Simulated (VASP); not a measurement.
# CuAu (R-3m) in VASP: a series of runs, part 2 of 2

VASP 6.6.1. The steps go on from the part before.

**3. Single point, PBEsol (volume scaled by 0.98)**

The input, INCAR:

```
SYSTEM = CuAu
PREC = Accurate ; ENCUT = 520
EDIFF = 1E-7 ; ISMEAR = -1
SIGMA = 0.05 ; LREAL = .False.
LASPH = .True. ; NELM = 60
ALGO = Normal ; ISIF = 2
LWAVE = .False. ; LCHARG = .False.
GGA = PS ; NBANDS = 18
```

The input, KPOINTS:

```
regular mesh
0
Gamma
  11 11 11
  0 0 0
```

The input, POSCAR:

```
CuAu
1.0
    1.4333716108      0.8275574853      4.2276049958
   -1.4333716108      0.8275574853      4.2276049958
    0.0000000000     -1.6551149707      4.2276049958
Au Cu
1 1
Direct
    0.0000000000      0.0000000000      0.0000000000
    0.5000000000      0.5000000000      0.5000000000
```

Potentials or basis: VASP PAW PBE potentials, release 64 (Au, Cu).

Started as:

```bash
> cat potpaw_PBE.64/Au/POTCAR potpaw_PBE.64/Cu/POTCAR > POTCAR
> mpirun -np 1 vasp_std > vasp.out
```

OUTCAR:

```text
SYSTEM = CuAu
   PREC = Accurate
   ENCUT = 520
   EDIFF = 1E-7
   ISMEAR = -1
   LREAL = .False.
   LASPH = .True.
   NELM = 60
   ISIF = 2
   GGA = PS

 ion  position               nearest neighbor table
   1  0.000  0.000  0.000-   2 2.68   2 2.68   2 2.68   2 2.68   2 2.68   2 2.68
   2  0.500  0.500  0.500-   1 2.68   1 2.68   1 2.68   1 2.68   1 2.68   1 2.68

  LATTYP: Found a trigonal (rhomboedric) cell.
 ALAT       =     4.5400495115
 COS(alpha) =     0.8006453295

  Lattice vectors:

 A1 = (   1.4333716108,   0.8275574853,   4.2276049958)
 A2 = (  -1.4333716108,   0.8275574853,   4.2276049958)
 A3 = (   0.0000000000,  -1.6551149707,   4.2276049958)

Analysis of symmetry for initial positions (statically):
=====================================================================
 Subroutine PRICEL returns:
 Original cell was already a primitive cell.

 Routine SETGRP: Setting up the symmetry group for a
 trigonal (rhombohedral) supercell.

 Subroutine GETGRP returns: Found 12 space group operations
 (whereof 12 operations were pure point group operations)
 out of a pool of 12 trial point group operations.

The static configuration has the point symmetry D_3d.

Analysis of symmetry for dynamics (positions and initial velocities):
=====================================================================
 Subroutine PRICEL returns:
 Original cell was already a primitive cell.

 Routine SETGRP: Setting up the symmetry group for a
 trigonal (rhombohedral) supercell.

 Subroutine GETGRP returns: Found 12 space group operations
 (whereof 12 operations were pure point group operations)
 out of a pool of 12 trial point group operations.

The dynamic configuration has the point symmetry D_3d.

 Subroutine INISYM returns: Found 12 space group operations
 (whereof 12 operations are pure point group operations),
 and found     1 'primitive' translations

----------------------------------------------------------------------------------------

                                     Primitive cell

  volume of cell :      30.0886

  direct lattice vectors                    reciprocal lattice vectors
     1.433371611  0.827557485  4.227604996     0.348827894  0.201395878  0.078846849
    -1.433371611  0.827557485  4.227604996    -0.348827894  0.201395878  0.078846849
     0.000000000 -1.655114971  4.227604996     0.000000000 -0.402791757  0.078846849

  length of vectors
     4.540049511  4.540049511  4.540049511     0.410436384  0.410436384  0.410436384

  position of ions in fractional coordinates (direct lattice)
     0.000000000  0.000000000  0.000000000
     0.500000000  0.500000000  0.500000000

  ion indices of the primitive-cell ions
   primitive index   ion index
                 1           1
                 2           2

----------------------------------------------------------------------------------------

 KPOINTS: regular mesh

Automatic generation of k-mesh.
 Grid dimensions read from file:
 generate k-points for:   11   11   11

 Generating k-lattice:

  Cartesian coordinates                     Fractional coordinates (reciprocal lattice)
     0.031711627  0.018308716  0.007167895     0.090909091  0.000000000  0.000000000
    -0.031711627  0.018308716  0.007167895     0.000000000  0.090909091  0.000000000
     0.000000000 -0.036617432  0.007167895     0.000000000  0.000000000  0.090909091

  Length of vectors
     0.037312399  0.037312399  0.037312399

  Shift w.r.t. Gamma in fractional coordinates (k-lattice)
     0.000000000  0.000000000  0.000000000

 Subroutine IBZKPT returns following result:
 ===========================================

 Found    146 irreducible k-points:

 Following reciprocal coordinates:
            Coordinates               Weight
  0.000000  0.000000  0.000000      1.000000
  0.090909  0.000000  0.000000      6.000000
  0.181818  0.000000  0.000000      6.000000
  0.272727  0.000000  0.000000      6.000000
  0.363636 -0.000000  0.000000      6.000000
  0.454545  0.000000  0.000000      6.000000
[... 16 lines left out ...]
 -0.272727  0.181818 -0.000000     12.000000
 -0.181818  0.181818  0.000000      6.000000
 [... further k-points ...]
   k-points           NKPTS =    146   k-points in BZ     NKDIM =    146   number of bands    NBANDS=     18
   number of dos      NEDOS =    301   number of ions     NIONS =      2
   total plane-waves  NPLWV =  46656
   dimension x,y,z NGX =    36 NGY =   36 NGZ =   36
   dimension x,y,z NGXF=    72 NGYF=   72 NGZF=   72
   ions per type =               1   1
   NGX,Y,Z   is equivalent  to a cutoff of  13.18, 13.18, 13.18 a.u.
   NGXF,Y,Z  is equivalent  to a cutoff of  26.36, 26.36, 26.36 a.u.
 SYSTEM =  CuAu
   PREC   = accura    normal or accurate (medium, high low for compatibility)
   ISTART =      0    job   : 0-new  1-cont  2-samecut
   ICHARG =      2    charge: 1-file 2-atom 10-const
   ISPIN  =      1    spin polarized calculation?
   LNONCOLLINEAR =      F non collinear calculations
   LSORBIT =      F    spin-orbit coupling
   LASPH  =      T    aspherical Exc in radial PAW
   ENCUT  =  520.0 eV  38.22 Ry    6.18 a.u.   8.44  8.44  8.44*2*pi/ulx,y,z
   NELM   =     60;   NELMIN=  2; NELMDL= -5     # of ELM steps
   EDIFF  = 0.1E-06   stopping-criterion for ELM
   LREAL  =      F    real-space projection
   EDIFFG = 0.1E-05   stopping-criterion for IOM
   NSW    =      0    number of steps for IOM
   IBRION =     -1    ionic relax: 0-MD 1-quasi-New 2-CG
   NFREE  =      0    steps in history (QN), initial steepest desc. (CG)
   ISIF   =      2    stress and relaxation
   ISYM   =      2    0-nonsym 1-usesym 2-fastsym
   POTIM  = 0.5000    time-step for ionic-motion
   TEBEG  =    0.0;   TEEND  =   0.0 temperature during run
   PSTRESS=    0.0 pullay stress
   NELECT =      22.0000    total number of electrons
   NUPDOWN=      -1.0000    fix difference up-down
   EMIN   =  10.00;   EMAX   =-10.00  energy-range for DOS
   EFERMI =   0.00;   METHOD = LEGACY
   ISMEAR =    -1;   SIGMA  =   0.05  broadening in eV -4-tet -1-fermi 0-gaus
   EFERMI_NEDOS =   21; number of points for ismear=-14 and -15
   IALGO  =     38    algorithm
   IMIX   =      4    mixing-type and parameters
     AMIX     =   0.40;   BMIX     =  1.00
     AMIX_MAG =   1.60;   BMIX_MAG =  1.00
  volume/ion in A,a.u.               =      15.04       101.52
  Fermi-wavevector in a.u.,A,eV,Ry     =   1.474851  2.787064 29.595200  2.175186
  Thomas-Fermi vector in A             =   2.589572
   LORBIT       =      0    0 simple, 1 ext, 2 COOP (PROOUT), +10 PAW based schemes
   GGA     = PS    functional components
   LHFCALC =     F    Hartree Fock is set to
   AEXX    =    0.0000 exact exchange contribution
   IVDW    =     0    specifies the selected vdW correction
   LEPSILON=     F    determine dielectric tensor
   LRPA    =     F    only Hartree local field effects (RPA)
 non-spin polarized calculation
  energy-cutoff  :      520.00
  volume of cell :       30.09
 maximum number of plane-waves:       834
 NGX is ok and might be reduce to    36
   NGX = 17   NGY = 17   NGZ = 17

 number of electron      22.0000002 magnetization

 Free energy of the ion-electron system (eV)
  ---------------------------------------------------
  ext. energy  EPLUGINS =         0.00000000
  ---------------------------------------------------
  free energy    TOTEN  =        -8.17809940 eV

  energy without entropy =       -8.17010867  energy(sigma->0) =       -8.17410403

 E-fermi :   8.1470     XC(G=0): -12.6290

 val. band max:        8.1469401877   @ k =  -0.2727  -0.3636   0.1818
 cond. band min:       8.1507198213   @ k =  -0.2727   0.2727   0.0909
 fundamental gap:      0.0037796336
 Fermi energy:         8.1469919257

 k-point     1 :       0.0000    0.0000    0.0000
  band No.  band energies     occupation
      1      -1.5146      2.00000
      2       1.5705      2.00000
      3       3.2969      2.00000
      4       3.2969      2.00000
      5       4.3207      2.00000
      6       4.3207      2.00000
[... 10 lines left out ...]
     17      25.6061      0.00000
     18      28.3288      0.00000
[... 463 lines left out ...]
 k-point    24 :      -0.1818    0.1818    0.0000
  band No.  band energies     occupation
      1       1.0490      2.00000
      2       2.5850      2.00000
      3       2.8553      2.00000
      4       2.8618      2.00000
      5       3.9251      2.00000
      6       5.1927      2.00000
[... 10 lines left out ...]
     17      20.7231      0.00000
     18      27.6312      0.00000

 [... further k-points ...]

------------------------ aborting loop because EDIFF is reached ----------------------------------------

  FORCE on cell =-STRESS in cart. coord.  units (eV):
  Direction    XX          YY          ZZ          XY          YZ          ZX
  --------------------------------------------------------------------------------------
  -------------------------------------------------------------------------------------
  Total       -1.1553158     -1.1553158     -0.7604021      0.0000000      0.0000000     -0.0000000
  in kB      -61.5189135    -61.5189135    -40.4903242      0.0000000      0.0000000     -0.0000000
  external PRESSURE =     -54.5093838 kB  Pullay stress =       0.0000000 kB

 VOLUME and BASIS-vectors are now :
 -----------------------------------------------------------------------------
  energy-cutoff  :      520.00
  volume of cell :       30.09
      direct lattice vectors                 reciprocal lattice vectors
     1.433371611  0.827557485  4.227604996     0.348827894  0.201395878  0.078846849
    -1.433371611  0.827557485  4.227604996    -0.348827894  0.201395878  0.078846849
     0.000000000 -1.655114971  4.227604996     0.000000000 -0.402791757  0.078846849

 POSITION                                       TOTAL-FORCE (eV/Angst)
 -----------------------------------------------------------------------------------
      0.00000      0.00000      0.00000         0.000000      0.000000      0.000000
      0.00000     -0.00000      6.34141         0.000000     -0.000000     -0.000000
 -----------------------------------------------------------------------------------
    total drift:                                0.000000     -0.000000      0.000000

  FREE ENERGIE OF THE ION-ELECTRON SYSTEM (eV)
  ---------------------------------------------------
  free  energy   TOTEN  =        -8.1780994000 eV

  energy  without entropy=       -8.1701086666  energy(sigma->0) =       -8.17410403
```

OSZICAR:

```text
N       E                     dE             d eps       ncg     rms          rms(c)
DAV:   1     0.129673361176E+03    0.12967E+03   -0.10914E+04  5674   0.171E+03
DAV:   2    -0.377345838021E+01   -0.13345E+03   -0.12480E+03  5342   0.296E+02
DAV:   3    -0.931282817027E+01   -0.55394E+01   -0.54021E+01  6266   0.704E+01
DAV:   4    -0.939071585259E+01   -0.77888E-01   -0.77826E-01  6560   0.698E+00
DAV:   5    -0.939274422871E+01   -0.20284E-02   -0.20283E-02  6828   0.116E+00    0.124E+01
DAV:   6    -0.888620129595E+01    0.50654E+00   -0.10209E+01  5672   0.868E+01    0.639E+00
DAV:   7    -0.822903638054E+01    0.65716E+00   -0.34809E+00  6596   0.893E+01    0.565E+00
DAV:   8    -0.818704435209E+01    0.41992E-01   -0.19926E-01  7982   0.890E+00    0.284E+00
DAV:   9    -0.817834330497E+01    0.87010E-02   -0.21128E-02  7948   0.363E+00    0.981E-02
DAV:  10    -0.817811025495E+01    0.23305E-03   -0.23937E-03  7546   0.678E-01    0.722E-02
DAV:  11    -0.817810767041E+01    0.25845E-05   -0.11406E-04  7938   0.270E-01    0.378E-02
DAV:  12    -0.817809984873E+01    0.78217E-05   -0.30851E-05  7390   0.174E-01    0.485E-03
DAV:  13    -0.817809941179E+01    0.43694E-06   -0.13868E-06  7786   0.212E-02    0.102E-03
DAV:  14    -0.817809940000E+01    0.11789E-07   -0.50564E-08  3278   0.569E-03
   1 F= -.81780994E+01 E0= -.81741040E+01  d E =-.799073E-02
```

It took 82 s on 1 thread of Intel Xeon 6975P-C (Granite Rapids), shared host; peak memory 0.25 GiB.

Results:

| Quantity | Value |
| --- | --- |
| Free energy | -8.1781 eV |
| Pressure | -5.5 GPa |
| Band gap on the k mesh | zero (band 11 reaches 10.18 eV, above the bottom of band 12 at 5.97 eV) |

Caveat: the cell differs from its parent crystal (volume scaled by 0.98); the PAW data sets were made with another functional, which shifts forces and pressure a little; spin-orbit coupling is left out, which moves the levels of the heavy elements.

**4. Single point, LDA**

This run uses another cell than the first one, of 15.35 Å³/atom, 1.020 times its volume.

The input, INCAR:

```
PREC     = Accurate       # precision mode
ENCUT    = 520            # plane-wave cutoff, eV
EDIFF    = 1E-6           # SCF threshold, eV
ISMEAR   = -1             # smearing method
SIGMA    = 0.05           # smearing width, eV
LREAL    = False          # projectors in reciprocal space
LASPH    = True           # aspherical terms in the spheres
NELM     = 80             # most SCF steps
ALGO     = Normal         # electronic algorithm
ISIF     = 2              # what is computed and relaxed
LWAVE    = False          # write WAVECAR
LCHARG   = False          # write CHGCAR
GGA      = CA             # functional
NBANDS   = 18             # bands
```

The input, KPOINTS:

```
regular mesh
0
Gamma
  11 11 11
```

The input, POSCAR:

```
CuAu
1.0
    1.4430568479      0.8331492596      4.2561707609
   -1.4430568479      0.8331492596      4.2561707609
    0.0000000000     -1.6662985192      4.2561707609
Au Cu
1 1
Direct
    0.0000000000      0.0000000000      0.0000000000
    0.5000000000      0.5000000000      0.5000000000
```

Potentials or basis: VASP PAW LDA potentials, release 64 (Au, Cu).

Started as:

```bash
> cat potpaw_LDA.64/Au/POTCAR potpaw_LDA.64/Cu/POTCAR > POTCAR
> mpirun -np 1 vasp_std > vasp.out
```

It took 74 s on 1 thread of Intel Xeon 6975P-C (Granite Rapids), shared host; peak memory 0.24 GiB.

It converged, with:

* Free energy: -8.9929 eV
* Pressure: -12.2 GPa
* Band gap on the k mesh: zero (band 11 reaches 9.87 eV, above the bottom of band 12 at 5.64 eV)

Stress tensor (GPa, compression positive):
```
-12.47   0.00   0.00
  0.00 -12.47   0.00
  0.00   0.00 -11.78
```

Levels at points of the mesh, in eV from the Fermi level:
```
           k point  band 7  band 8  band 9  band 10  band 11  band 12  band 13  band 14  band 15  band 16
(0.00, 0.00, 0.00)   -2.74   -2.23   -2.23    -1.60    -1.60    -0.09     4.56    14.55    15.84    15.84
```

Caveat: spin-orbit coupling is left out, which moves the levels of the heavy elements.

**5. Single point, LDA (volume scaled by 1.02)**

The input, INCAR:

```
SYSTEM = CuAu
  ALGO = Normal
  EDIFF = 1E-6
  ENCUT = 520
  GGA = CA
  ISIF = 2
  ISMEAR = -1
  LASPH = .True.
  LCHARG = .False.
  LREAL = .False.
  LWAVE = .False.
  NBANDS = 18
  NELM = 80
  PREC = Accurate
  SIGMA = 0.05
```

The input, KPOINTS:

```
k-points
0
Gamma
  11 11 11
  0 0 0
```

The input, POSCAR:

```
CuAu
1.0
    1.4526137943      0.8386669652      4.2843581437
   -1.4526137943      0.8386669652      4.2843581437
    0.0000000000     -1.6773339303      4.2843581437
Au Cu
1 1
Direct
    0.0000000000      0.0000000000      0.0000000000
    0.5000000000      0.5000000000      0.5000000000
```

Started as:

```bash
> cat potpaw_LDA.64/Au/POTCAR potpaw_LDA.64/Cu/POTCAR > POTCAR
> mpirun -np 1 vasp_std > vasp.out
```

Run time: 75 s. Hardware: 1 thread of Intel Xeon 6975P-C (Granite Rapids), shared host; peak memory 0.23 GiB.

It converged, with:

```yaml
Free_energy: -8.9422 eV
Pressure: -14.3 GPa
Band_gap_on_the_k_mesh: zero (band 11 reaches 9.59 eV, above the bottom of band 12 at 5.40 eV)
```

Stress tensor (GPa, compression positive):
```
-14.43   0.00   0.00
  0.00 -14.43   0.00
  0.00   0.00 -14.12
```

Levels at points of the mesh, in eV from the Fermi level:
```tsv
k point	band 8	band 9	band 10	band 11	band 12	band 13	band 14	band 15
(0.00, 0.00, 0.00)	-2.18	-2.18	-1.58	-1.58	-0.02	4.45	14.55	15.67
```

Caveat: the cell differs from its parent crystal (volume scaled by 1.02); spin-orbit coupling is left out, which moves the levels of the heavy elements.

**6. Single point, PBEsol (volume scaled by 1.02)**

The input, INCAR:

```
SYSTEM = CuAu
PREC = Accurate ; ENCUT = 520
EDIFF = 1E-6 ; ISMEAR = -1
SIGMA = 0.05 ; LREAL = .False.
LASPH = .True. ; NELM = 60
ALGO = Normal ; ISIF = 2
LWAVE = .False. ; LCHARG = .False.
GGA = PS ; NBANDS = 18
```

The input, KPOINTS:

```
Automatic mesh
0
Gamma
  11 11 11
  0 0 0
```

POSCAR is that of step 5.

Potentials or basis: VASP PAW PBE potentials, release 64 (Au, Cu).

Started as:

```bash
> cat potpaw_PBE.64/Au/POTCAR potpaw_PBE.64/Cu/POTCAR > POTCAR
> mpirun -np 1 vasp_std > vasp.out
```

Wall time 76 s (1 thread of Intel Xeon 6975P-C (Granite Rapids), shared host); peak memory 0.26 GiB.

Results (log left out):

```
Free energy            : -8.1180 eV
Pressure               : -10.3 GPa
Band gap on the k mesh : zero (band 11 reaches 9.61 eV, above the bottom of band 12 at 5.50 eV)
```

Stress tensor (GPa, compression positive):
```
-10.69   0.00   0.00
  0.00 -10.69   0.00
  0.00   0.00  -9.42
```

Levels at points of the mesh, in eV from the Fermi level:
```
           k point  band 7  band 8  band 9  band 10  band 11  band 12  band 13  band 14  band 15  band 16
(0.00, 0.00, 0.00)   -2.63   -2.13   -2.13    -1.54    -1.54    -0.05     4.45    14.52    15.77    15.77
```

Caveat: the cell differs from its parent crystal (volume scaled by 1.02); the PAW data sets were made with another functional, which shifts forces and pressure a little; spin-orbit coupling is left out, which moves the levels of the heavy elements.

**7. Overview**

```tsv
level	potentials or basis	cell	gap on the mesh (eV)	pressure (GPa)
LDA	VASP PAW LDA potentials, release 64 (Au, Cu)	a = 4.540 Å, angles 36.8°, 2 atoms	none	-8.7
PBEsol	VASP PAW PBE potentials, release 64 (Au, Cu)	a = 4.540 Å, angles 36.8°, 2 atoms	none	-5.5
LDA	VASP PAW LDA potentials, release 64 (Au, Cu)	a = 4.571 Å, angles 36.8°, 2 atoms	none	-12.2
LDA	VASP PAW LDA potentials, release 64 (Au, Cu)	a = 4.601 Å, angles 36.8°, 2 atoms	none	-14.3
PBEsol	VASP PAW PBE potentials, release 64 (Au, Cu)	a = 4.601 Å, angles 36.8°, 2 atoms	none	-10.3
```

Alike in all rows: task single point; no spin polarisation; k mesh 11 × 11 × 11; cutoff (eV) 520; smearing fermi-dirac 0.05 eV.

Caveats: spin-orbit coupling is left out, which moves the levels of the heavy elements; the PAW data sets were made with another functional, which shifts forces and pressure a little (some runs).

Total energies depend on the potentials used, so only differences within one code and one set of settings carry meaning.
